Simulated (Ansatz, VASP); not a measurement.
# Two plane-wave programs on ZrB2

File INCAR:

```
PREC = Accurate
ENCUT = 520
EDIFF = 1E-7
ISMEAR = 0
SIGMA = 0.15
LREAL = False
LASPH = True
NELM = 60
ALGO = Normal
ISIF = 2
LWAVE = False
LCHARG = False
GGA = CA
NBANDS = 16
```

Contents of KPOINTS:

```
regular mesh
0
Gamma
  18 18 12
```

Contents of POSCAR:

```
ZrB2
1.0
    2.9481378110      0.0000000000      0.0000000000
   -1.4740689055      2.5531622381      0.0000000000
    0.0000000000      0.0000000000      3.9390069292
Zr B
1 2
Direct
    0.0000000000      0.0000000000      0.0000000000
    0.3333333333      0.6666666667      0.5000000000
    0.6666666667      0.3333333333      0.5000000000
```

Input for Ansatz:

```yaml
crystal:
  lattice:
    - [2.948137811, 0.0, 0.0]
    - [-1.4740689055, 2.5531622381, 0.0]
    - [0.0, 0.0, 3.9390069292]
  atoms:
    - { symbol: Zr, position: [0.0, 0.0, 0.0] }
    - { symbol: B, position: [0.3333333333, 0.6666666667, 0.5] }
    - { symbol: B, position: [0.6666666667, 0.3333333333, 0.5] }
basis:
  ecutwfc: 520.0
kpoints:
  mp_grid: { grid: [18, 18, 12] }
hamiltonian:
  xc: lda
  pseudopotentials: { kind: paw }
scf:
  occupations: { method: gaussian, width: 0.15 }
output:
  forces: true
  stress: true
  eigenvalues: true
```

Alike in both runs: task single point; functional LDA; k mesh 18 × 18 × 12; occupations gaussian, width 0.15 eV; no spin polarisation.

|  | VASP | Ansatz |
| --- | --- | --- |
| version | VASP 6.6.1 | Ansatz 0.2.0 |
| potentials or method | VASP PAW LDA potentials, release 64 (Zr_sv, B), cutoff 520 eV | scalar-relativistic, plane waves, PAW |
| valence electrons in the cell | 18 | 18 |

```csv
,VASP,Ansatz,Ansatz less VASP
gap on the k mesh at the Fermi level (eV),none,none,-
pressure (GPa),6.3,5.8,-0.48
"traceless stress, the component that is largest in VASP (GPa)",-41.04,-41.05,-0.017
```

LDA's correlation is that of Perdew and Zunger in VASP and of Perdew and Wang (1992) in Ansatz. A gap of «none» marks a metal or a gap that the smearing closes.
